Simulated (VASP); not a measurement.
# Al2C3 (P-6m2) in VASP: relaxation of cell and atoms with PBE

Aim: the relaxation of cell and atoms of Al2C3 with PBE.

Everything below comes from runs of VASP 6.6.1. Logs are shortened: lines on timing, memory, paths and dates and some standing lists are left out, and cuts for length are marked.

### 1 The cell of the first run

It takes space group P-6m2 (No. 187, hexagonal). The conventional cell has a = 2.567 Å, b = 2.567 Å, c = 10.868 Å, α = 90.00°, β = 90.00°, γ = 120.00°. Al (site symmetry 3m) has 1 C at 2.00 Å and 6 Al at 2.57 Å within 2.6 Å. C (site symmetry -6m2) has 3 C at 1.48 Å within 2.0 Å. Within 2.0 Å of C (site symmetry -6m2) lie 3 C at 1.48 Å. Within 2.6 Å of C (site symmetry -6m2) lie 2 Al at 2.00 Å and 6 C at 2.57 Å.

The cell was generated, and may not be a known phase.

### 2 Relaxation of cell and atoms, PBE

File INCAR:

```
ALGO     = Normal         # electronic algorithm
EDIFF    = 1E-6           # SCF threshold, eV
EDIFFG   = -0.01          # ionic threshold
ENCUT    = 600            # plane-wave cutoff, eV
GGA      = PE             # functional
IBRION   = 2              # ionic algorithm
ISIF     = 3              # what is computed and relaxed
ISMEAR   = 0              # smearing method
LASPH    = True           # aspherical terms in the spheres
LCHARG   = False          # write CHGCAR
LREAL    = False          # projectors in reciprocal space
LWAVE    = False          # write WAVECAR
NELM     = 100            # most SCF steps
NSW      = 100            # ionic steps
PREC     = Accurate       # precision mode
SIGMA    = 0.1            # smearing width, eV
```

File KPOINTS:

```
k-points
0
Gamma
  18 18 4
```

File POSCAR:

```
Al2C3
1.0
    2.5668350876      0.0000000000      0.0000000000
   -1.2834175438      2.2229443932      0.0000000000
    0.0000000000      0.0000000000     10.8677156521
Al C
2 3
Direct
    0.6666666667      0.3333333333      0.3164160823
    0.6666666667      0.3333333333      0.6835839177
    0.3333333333      0.6666666667      0.0000000000
    0.6666666667      0.3333333333      0.0000000000
    0.6666666667      0.3333333333      0.5000000000
```

Potentials or basis: VASP PAW PBE potentials, release 64 (Al, C).

Run with:

```console
cat potpaw_PBE.64/Al/POTCAR potpaw_PBE.64/C/POTCAR > POTCAR
mpirun -np 1 vasp_std > vasp.out
```

OUTCAR:

```text
EDIFF = 1E-6
   EDIFFG = -0.01
   ENCUT = 600
   GGA = PE
   IBRION = 2
   ISIF = 3
   ISMEAR = 0
   LASPH = True
   LREAL = False
   NELM = 100
   NSW = 100
   PREC = Accurate

 ion  position               nearest neighbor table
   1  0.667  0.333  0.316-   5 2.00
   2  0.667  0.333  0.684-   5 2.00
   3  0.333  0.667  0.000-   4 1.48   4 1.48   4 1.48
   4  0.667  0.333  0.000-   3 1.48   3 1.48   3 1.48
   5  0.667  0.333  0.500-   1 2.00   2 2.00

  LATTYP: Found a hexagonal cell.
 ALAT       =     2.5668350876
 C/A-ratio  =     4.2338971072

  Lattice vectors:

 A1 = (   2.5668350876,   0.0000000000,   0.0000000000)
 A2 = (  -1.2834175438,   2.2229443932,   0.0000000000)
 A3 = (   0.0000000000,   0.0000000000,  10.8677156521)

Analysis of symmetry for initial positions (statically):
=====================================================================
 Subroutine PRICEL returns:
 Original cell was already a primitive cell.

 Routine SETGRP: Setting up the symmetry group for a
 hexagonal supercell.

 Subroutine GETGRP returns: Found 12 space group operations
 (whereof 12 operations were pure point group operations)
 out of a pool of 24 trial point group operations.

The static configuration has the point symmetry D_3h.

Analysis of symmetry for dynamics (positions and initial velocities):
=====================================================================
 Subroutine PRICEL returns:
 Original cell was already a primitive cell.

 Routine SETGRP: Setting up the symmetry group for a
 hexagonal supercell.

 Subroutine GETGRP returns: Found 12 space group operations
 (whereof 12 operations were pure point group operations)
 out of a pool of 24 trial point group operations.

The dynamic configuration has the point symmetry D_3h.

 Subroutine INISYM returns: Found 12 space group operations
 (whereof 12 operations are pure point group operations),
 and found     1 'primitive' translations

----------------------------------------------------------------------------------------

                                     Primitive cell

  volume of cell :      62.0104

  direct lattice vectors                    reciprocal lattice vectors
     2.566835088  0.000000000  0.000000000     0.389584826  0.224926904  0.000000000
    -1.283417544  2.222944393  0.000000000     0.000000000  0.449853808  0.000000000
     0.000000000  0.000000000 10.867715652     0.000000000  0.000000000  0.092015657

  length of vectors
     2.566835088  2.566835088 10.867715652     0.449853808  0.449853808  0.092015657

  position of ions in fractional coordinates (direct lattice)
     0.666666667  0.333333333  0.316416082
     0.666666667  0.333333333  0.683583918
     0.333333333  0.666666667  0.000000000
     0.666666667  0.333333333  0.000000000
     0.666666667  0.333333333  0.500000000

  ion indices of the primitive-cell ions
   primitive index   ion index
                 1           1
                 2           2
                 3           3
                 4           4
                 5           5

----------------------------------------------------------------------------------------

 KPOINTS: k-points

Automatic generation of k-mesh.
 Grid dimensions read from file:
 generate k-points for:   18   18    4

 Generating k-lattice:

  Cartesian coordinates                     Fractional coordinates (reciprocal lattice)
     0.021643601  0.012495939  0.000000000     0.055555556  0.000000000  0.000000000
     0.000000000  0.024991878  0.000000000     0.000000000  0.055555556  0.000000000
     0.000000000  0.000000000  0.023003914     0.000000000  0.000000000  0.250000000

  Length of vectors
     0.024991878  0.024991878  0.023003914

  Shift w.r.t. Gamma in fractional coordinates (k-lattice)
     0.000000000  0.000000000  0.000000000

 Subroutine IBZKPT returns following result:
 ===========================================

 Found    111 irreducible k-points:

 Following reciprocal coordinates:
            Coordinates               Weight
  0.000000  0.000000  0.000000      1.000000
  0.055556  0.000000  0.000000      6.000000
  0.111111  0.000000  0.000000      6.000000
  0.166667  0.000000  0.000000      6.000000
  0.222222  0.000000  0.000000      6.000000
  0.277778  0.000000  0.000000      6.000000
[... 16 lines left out ...]
  0.333333  0.111111  0.000000     12.000000
  0.388889  0.111111  0.000000     12.000000
 [... further k-points ...]
   k-points           NKPTS =    111   k-points in BZ     NKDIM =    111   number of bands    NBANDS=     13
   number of dos      NEDOS =    301   number of ions     NIONS =      5
   total plane-waves  NPLWV =  51840
   dimension x,y,z NGX =    24 NGY =   24 NGZ =   90
   dimension x,y,z NGXF=    48 NGYF=   48 NGZF=  180
   ions per type =               2   3
   NGX,Y,Z   is equivalent  to a cutoff of  15.54, 15.54, 13.77 a.u.
   NGXF,Y,Z  is equivalent  to a cutoff of  31.09, 31.09, 27.54 a.u.
 SYSTEM =  unknown system
   PREC   = accura    normal or accurate (medium, high low for compatibility)
   ISTART =      0    job   : 0-new  1-cont  2-samecut
   ICHARG =      2    charge: 1-file 2-atom 10-const
   ISPIN  =      1    spin polarized calculation?
   LNONCOLLINEAR =      F non collinear calculations
   LSORBIT =      F    spin-orbit coupling
   LASPH  =      T    aspherical Exc in radial PAW
   ENCUT  =  600.0 eV  44.10 Ry    6.64 a.u.   5.13  5.13 21.71*2*pi/ulx,y,z
   NELM   =    100;   NELMIN=  2; NELMDL= -5     # of ELM steps
   EDIFF  = 0.1E-05   stopping-criterion for ELM
   LREAL  =      F    real-space projection
   EDIFFG = -.1E-01   stopping-criterion for IOM
   NSW    =    100    number of steps for IOM
   IBRION =      2    ionic relax: 0-MD 1-quasi-New 2-CG
   NFREE  =      1    steps in history (QN), initial steepest desc. (CG)
   ISIF   =      3    stress and relaxation
   ISYM   =      2    0-nonsym 1-usesym 2-fastsym
   POTIM  = 0.5000    time-step for ionic-motion
   TEBEG  =    0.0;   TEEND  =   0.0 temperature during run
   PSTRESS=    0.0 pullay stress
   NELECT =      18.0000    total number of electrons
   NUPDOWN=      -1.0000    fix difference up-down
   EMIN   =  10.00;   EMAX   =-10.00  energy-range for DOS
   EFERMI =   0.00;   METHOD = LEGACY
   ISMEAR =     0;   SIGMA  =   0.10  broadening in eV -4-tet -1-fermi 0-gaus
   EFERMI_NEDOS =   21; number of points for ismear=-14 and -15
   IALGO  =     38    algorithm
   IMIX   =      4    mixing-type and parameters
     AMIX     =   0.40;   BMIX     =  1.00
     AMIX_MAG =   1.60;   BMIX_MAG =  1.00
  volume/ion in A,a.u.               =      12.40        83.69
  Fermi-wavevector in a.u.,A,eV,Ry     =   1.083954  2.048375 15.986241  1.174956
  Thomas-Fermi vector in A             =   2.220032
   LORBIT       =      0    0 simple, 1 ext, 2 COOP (PROOUT), +10 PAW based schemes
   GGA     = PE    functional components
   LHFCALC =     F    Hartree Fock is set to
   AEXX    =    0.0000 exact exchange contribution
   IVDW    =     0    specifies the selected vdW correction
   LEPSILON=     F    determine dielectric tensor
   LRPA    =     F    only Hartree local field effects (RPA)
 conjugate gradient relaxation of ions
 non-spin polarized calculation
 Gauss-broadening in eV      SIGMA  =   0.10
  energy-cutoff  :      600.00
  volume of cell :       62.01
 maximum number of plane-waves:      2092
 NGX is ok and might be reduce to    24
   NGX = 11   NGY = 11   NGZ = 43

--------------------------------------- Ionic step        1  -------------------------------------------

 number of electron      18.0000000 magnetization

 Free energy of the ion-electron system (eV)
  ---------------------------------------------------
  ext. energy  EPLUGINS =         0.00000000
  ---------------------------------------------------
  free energy    TOTEN  =       -30.94882891 eV

  energy without entropy =      -30.94348819  energy(sigma->0) =      -30.94615855

------------------------ aborting loop because EDIFF is reached ----------------------------------------

  FORCE on cell =-STRESS in cart. coord.  units (eV):
  Direction    XX          YY          ZZ          XY          YZ          ZX
  --------------------------------------------------------------------------------------
  -------------------------------------------------------------------------------------
  Total       -0.5030630     -0.5030630     -0.6314094      0.0000000     -0.0000000      0.0000000
  in kB      -12.9977491    -12.9977491    -16.3138625      0.0000000     -0.0000000      0.0000000
  external PRESSURE =     -14.1031202 kB  Pullay stress =       0.0000000 kB
[... 98 lines left out ...]
  FREE ENERGIE OF THE ION-ELECTRON SYSTEM (eV)
  ---------------------------------------------------
  free  energy   TOTEN  =       -30.9530950537 eV

  energy  without entropy=      -30.9472658049  energy(sigma->0) =      -30.95018043

 E-fermi :   6.0974     XC(G=0): -10.0777

 val. band max:        6.0159981523   @ k =   0.3333   0.2778   0.0000
 cond. band min:       6.1175020099   @ k =   0.2222   0.0556   0.0000
 fundamental gap:      0.1015038576
 Fermi energy:         6.0974356036

 k-point     1 :       0.0000    0.0000    0.0000
  band No.  band energies     occupation
      1     -13.2640      2.00000
      2      -7.4675      2.00000
      3      -4.0370      2.00000
      4      -1.7296      2.00000
      5      -1.7263      2.00000
      6       2.0978      2.00000
      7       2.3214      2.00000
      8       2.3214      2.00000
      9       6.5948      0.00000
     10       9.7352      0.00000
     11      10.4022      0.00000
     12      10.4022      0.00000
     13      12.9667      0.00000
[... 356 lines left out ...]
      2      -6.3142      2.00000
      3      -3.0028      2.00000
      4      -1.4921      2.00000
      5       1.2702      2.00000
      6       1.6132      2.00000
      7       2.9155      2.00000
      8       4.1045      2.00000
      9       4.2294      2.00000
     10       6.7245      0.00000
     11       6.9391      0.00000
     12       7.5840      0.00000
     13       7.7790      0.00000

 [... further k-points ...]

[... ionic steps 4 to 8 ...]

--------------------------------------- Ionic step        9  -------------------------------------------

 number of electron      18.0000001 magnetization

------------------------ aborting loop because EDIFF is reached ----------------------------------------
[... 73 lines left out ...]
--------------------------------------- Ionic step       11  -------------------------------------------

 number of electron      18.0000001 magnetization

 Free energy of the ion-electron system (eV)
  ---------------------------------------------------
  ext. energy  EPLUGINS =         0.00000000
  ---------------------------------------------------
  free energy    TOTEN  =       -30.95779911 eV

  energy without entropy =      -30.95144754  energy(sigma->0) =      -30.95462333

 E-fermi :   5.9442     XC(G=0):  -9.9715

 val. band max:        5.8641661289   @ k =   0.3333   0.2778   0.0000
 cond. band min:       5.9613321651   @ k =   0.2222   0.0556   0.0000
 fundamental gap:      0.0971660363
 Fermi energy:         5.9441823419

 k-point     1 :       0.0000    0.0000    0.0000
  band No.  band energies     occupation
      1     -13.4034      2.00000
      2      -7.6357      2.00000
      3      -4.1857      2.00000
      4      -1.8901      2.00000
      5      -1.8459      2.00000
      6       1.8690      2.00000
      7       2.1888      2.00000
      8       2.1888      2.00000
      9       6.3861      0.00000
     10       9.4080      0.00000
     11      10.2545      0.00000
     12      10.2545      0.00000
     13      12.8445      0.00000
[... 400 lines left out ...]
  FREE ENERGIE OF THE ION-ELECTRON SYSTEM (eV)
  ---------------------------------------------------
  free  energy   TOTEN  =       -30.9577991132 eV

  energy  without entropy=      -30.9514475418  energy(sigma->0) =      -30.95462333

 reached required accuracy - stopping structural energy minimisation
```

Wall time 4.2 min (1 thread of Intel Xeon 6975P-C (Granite Rapids), shared host); peak memory 0.28 GiB.

Results:

| Item | Value |
| --- | --- |
| Free energy | -30.9578 eV |
| Relaxed volume | 12.68 Å³/atom |
| Relaxed cell | a = 2.561 Å, b = 2.561 Å, c = 11.163 Å, α = 90.00°, β = 90.00°, γ = 120.00° |
| Space group after relaxing (to 0.1 Å) | P-6m2 (No. 187) |
| Energy gained by relaxing | 1.8 meV/atom |
| Ionic steps | 11 |
| Pressure after relaxing | 0.0 GPa |
| Largest force after relaxing | 0.004 eV/Å |
| Band gap on the k mesh | zero (bands 9 and 10 overlap by 2.75 eV) |

Forces in eV/Å, atoms in the order of the input:
```
Al   0.000  0.000  0.004
Al   0.000  0.000 -0.004
C    0.000  0.000  0.000
C    0.000  0.000  0.000
C    0.000  0.000  0.000
```

Step by step:
```
step  energy change (eV)  largest force (eV/Å)  pressure (GPa)  volume (Å³)
   1              0.0000                0.2182           -1.41        62.01
   2             -0.0028                0.0182            1.28        61.04
   3             -0.0043                0.0712            0.27        61.39
   4             -0.0047                0.0236            0.06        61.50
   5             -0.0047                0.0252            0.07        61.49
   6             -0.0051                0.0243            0.05        61.58
   7             -0.0061                0.0233            0.00        61.85
   8             -0.0076                0.0207           -0.09        62.38
   9             -0.0089                0.0115           -0.22        63.45
  10             -0.0036                0.0476            1.97        62.89
  11             -0.0090                0.0044            0.02        63.39
```

Final structure:
```yaml
crystal:
  lattice:
    - [2.56063, 0.00000, 0.00000]
    - [-1.28032, 2.21757, 0.00000]
    - [0.00000, 0.00000, 11.16320]
  atoms:
    - { symbol: Al, position: [0.66667, 0.33333, 0.32310] }
    - { symbol: Al, position: [0.66667, 0.33333, 0.67690] }
    - { symbol: C, position: [0.33333, 0.66667, 0.00000] }
    - { symbol: C, position: [0.66667, 0.33333, 0.00000] }
    - { symbol: C, position: [0.66667, 0.33333, 0.50000] }
```

The gap in the log of VASP goes by the Fermi energy; the results here count the filled bands.